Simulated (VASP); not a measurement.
Here is a VASP 6.6.1 calculation.

INCAR

```
SYSTEM = LaPd2
ALGO = Fast
EDIFF = 1E-6
ENCUT = 520
GGA = PS
ISIF = 2
ISMEAR = 0
LASPH = .TRUE.
LCHARG = .TRUE.
LELF = .TRUE.
LREAL = .FALSE.
LVHAR = .TRUE.
LWAVE = .FALSE.
NBANDS = 22
NELM = 80
PREC = Accurate
SIGMA = 0.1
```

The input KPOINTS:

```
k-points
0
G
  13 13 13
  0 0 0
```

POSCAR

```
LaPd2
1.0
   -2.0038740000      2.0038740000      4.4717310000
    2.0038740000     -2.0038740000      4.4717310000
    2.0038740000      2.0038740000     -4.4717310000
La Pd
1 2
Direct
    0.0000000000      0.0000000000      0.0000000000
    0.2500000000      0.7500000000      0.5000000000
    0.7500000000      0.2500000000      0.5000000000
```

Potentials or basis: VASP PAW PBE potentials, release 64 (La, Pd).

Launch:

```console
$ cat potpaw_PBE.64/La/POTCAR potpaw_PBE.64/Pd/POTCAR > POTCAR
$ mpirun -np 1 vasp_std > vasp.out
```

Q: What does it give for the pressure?

A: -5.0 GPa.

Q: What does it give for the band gap on the k mesh?

A: Zero (an odd number of electrons rules out a gap without spin polarisation).

Stress tensor (GPa, compression positive):
```
-4.94  0.00  0.00
 0.00 -4.94  0.00
 0.00  0.00 -5.08
```

Caveat: the cell stands under tension; the PAW data sets were made with another functional, which shifts forces and pressure a little; spin-orbit coupling is left out, which moves the levels of the heavy elements.
